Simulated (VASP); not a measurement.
Runs of VASP 6.6.1 on CaSe. The structure is that of space group Fm-3m (No. 225), or close to it. The cells are those of the table. 

| cell | gap on the mesh (eV) | pressure (GPa) |
| --- | --- | --- |
| a = 4.225, b = 4.225, c = 4.281 Å, angles 59.6, 59.6, 60.9°, 2 atoms | (c) | -1.3 |
| a = 4.239, b = 4.239, c = 4.197 Å, angles 60.3, 60.3, 59.3°, 2 atoms | 2.56 | (a) |
| a = 4.197, b = 4.155, c = 4.155 Å, angles 60.7, 59.7, 59.7°, 2 atoms | (b) | 1.4 |
| a = 4.211, b = 4.211, c = 4.239 Å, angles 59.8, 59.8, 60.4°, 2 atoms | 2.55 | -0.6 |

Alike in all rows: task single point; level r2SCAN; potentials or basis VASP PAW PBE potentials, release 64 (Ca_sv, Se); no spin polarisation; k mesh 8 × 8 × 8; cutoff (eV) 520; smearing gaussian 0.01 eV.

**Question.** Fill in the values left out.

**Answer.** (a) -0.7; (b) 2.45; (c) 2.58.

Caveats: the PAW data sets were made with another functional, which shifts forces and pressure a little.

A k mesh can miss the band edges, and the runs leave out spin-orbit coupling on Se.
